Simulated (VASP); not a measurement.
A run of VASP 6.6.1:

Contents of INCAR:

```
SYSTEM = GeH2
  ALGO = Normal
  EDIFF = 1E-6
  ENCUT = 500
  GGA_COMPAT = .FALSE.
  ISIF = 2
  ISMEAR = 0
  LASPH = .TRUE.
  LCHARG = .FALSE.
  LREAL = .FALSE.
  LWAVE = .FALSE.
  NBANDS = 15
  NELM = 120
  PREC = Accurate
  SIGMA = 0.05
```

KPOINTS

```
k-points
0
G
  6 6 6
  0 0 0
```

POSCAR

```
GeH2
1.0
    0.0000000000      2.4288683168      2.4288683168
    2.4288683168      0.0000000000      2.4288683168
    2.4288683168      2.4288683168      0.0000000000
Ge H
1 2
Direct
    0.0000000000      0.0000000000      0.0000000000
    0.2500000000      0.2500000000      0.2500000000
    0.7500000000      0.7500000000      0.7500000000
```

Potentials or basis: VASP PAW LDA potentials, release 64 (Ge_d, H).

Command:

```bash
$ cat potpaw_LDA.64/Ge_d/POTCAR potpaw_LDA.64/H/POTCAR > POTCAR
$ mpirun -np 1 vasp_std > vasp.out
```

Hardware: 1 thread of Intel(R) Xeon(R) 6975P-C (Granite Rapids), on a shared host.

Task: How long does it take, and how much memory?

Result: It took 3.3 s on 1 thread of Intel(R) Xeon(R) 6975P-C (Granite Rapids) (shared host), peak memory 0.13 GiB. Counts: scf iterations 11, k points 16.
